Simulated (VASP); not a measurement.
Input of a VASP 6.6.1 run:

File INCAR:

```
ALGO = Normal
EDIFF = 1E-6
ENCUT = 520
GGA = PS
ISIF = 2
ISMEAR = -1
ISPIN = 2
LASPH = T
LCHARG = F
LDAU = T
LDAUJ = 0 0
LDAUL = 2 -1
LDAUPRINT = 1
LDAUTYPE = 2
LDAUU = 3 0
LMAXMIX = 4
LORBIT = 11
LREAL = F
LWAVE = F
MAGMOM = 1 1 1 1 0 0 0 0
NBANDS = 42
NELM = 150
PREC = Accurate
SIGMA = 0.05
```

Contents of KPOINTS:

```
k-points
0
Gamma
  6 6 6
```

POSCAR

```
SiNi
1.0
    4.5036940000      0.0000000000      0.0000000000
    0.0000000000      4.5036940000      0.0000000000
    0.0000000000      0.0000000000      4.5036940000
Ni Si
4 4
Direct
    0.1495040000      0.1495040000      0.1495040000
    0.6495040000      0.3504960000      0.8504960000
    0.8504960000      0.6495040000      0.3504960000
    0.3504960000      0.8504960000      0.6495040000
    0.8468300000      0.8468300000      0.8468300000
    0.3468300000      0.6531700000      0.1531700000
    0.1531700000      0.3468300000      0.6531700000
    0.6531700000      0.1531700000      0.3468300000
```

Potentials or basis: VASP PAW PBE potentials, release 64 (Ni, Si).

Launch:

```sh
$ cat potpaw_PBE.64/Ni/POTCAR potpaw_PBE.64/Si/POTCAR > POTCAR
$ mpirun -np 1 vasp_std > vasp.out
```

Task: Estimate the largest force.

Result: 0.121 eV/Å.

Task: Predict the net moment.

Result: 0.00 μB per cell.

Task: Predict the band gap on the k mesh.

Result: Zero (filled and empty bands overlap).

Task: What does it give for the pressure?

Result: -9.6 GPa.

Eigenvalues of the final occupation matrices:
| site | spin | trace | eigenvalues |
| --- | --- | --- | --- |
| site 1 d | 1 | 4.34 | 0.85 0.85 0.85 0.89 0.89 |
| site 1 d | 2 | 4.34 | 0.85 0.85 0.85 0.89 0.89 |
| site 2 d | 1 | 4.34 | 0.85 0.85 0.85 0.89 0.89 |
| site 2 d | 2 | 4.34 | 0.85 0.85 0.85 0.89 0.89 |
| site 3 d | 1 | 4.34 | 0.85 0.85 0.85 0.89 0.89 |
| site 3 d | 2 | 4.34 | 0.85 0.85 0.85 0.89 0.89 |
| site 4 d | 1 | 4.34 | 0.85 0.85 0.85 0.89 0.89 |
| site 4 d | 2 | 4.34 | 0.85 0.85 0.85 0.89 0.89 |

Caveat: the PAW data sets were made with another functional, which shifts forces and pressure a little; the U is typed as a test and isn't derived for this compound. The state reached can hang on the start; a lower one may exist.
